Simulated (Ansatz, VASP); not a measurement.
Two plane-wave programs on SnO

```
Sn O
1.0
     3.29816    0.00000    0.00000
    -1.64908    2.85629    0.00000
     0.00000    0.00000    9.21637
Sn O
2 2
Direct
  0.33333 0.66667 0.99336
  0.66667 0.33333 0.49336
  0.33333 0.66667 0.38164
  0.66667 0.33333 0.88164
```

Alike in both runs: task single point; functional LDA; k mesh 12 × 12 × 4; no spin polarisation.

|  | VASP | Ansatz |
| --- | --- | --- |
| version | VASP 6.6.1 | Ansatz 0.2.0 |
| potentials or method | VASP PAW LDA potentials, release 64 (Sn_d, O) | plane waves, PAW |
| plane-wave cutoff (eV) | 520 | 420 |
| occupations | gaussian, width 0.01 eV | fixed |
| valence electrons in the cell | 40 | 40 |

|  | VASP | Ansatz | Ansatz less VASP |
| --- | --- | --- | --- |
| gap on the k mesh at the Fermi level (eV) | 1.31 | 1.36 | +0.045 |
| pressure (GPa) | -1.8 | -2.0 | -0.26 |
| traceless stress, the component that is largest in VASP (GPa) | 0.02 | 0.11 | +0.092 |
| rms of the force components (eV/Å) | 0.005 | 0.040 | +0.0352 |

LDA's correlation is that of Perdew and Zunger in VASP and of Perdew and Wang (1992) in Ansatz. Atom by atom the forces differ by 0.045 eV/Å (rms over components).
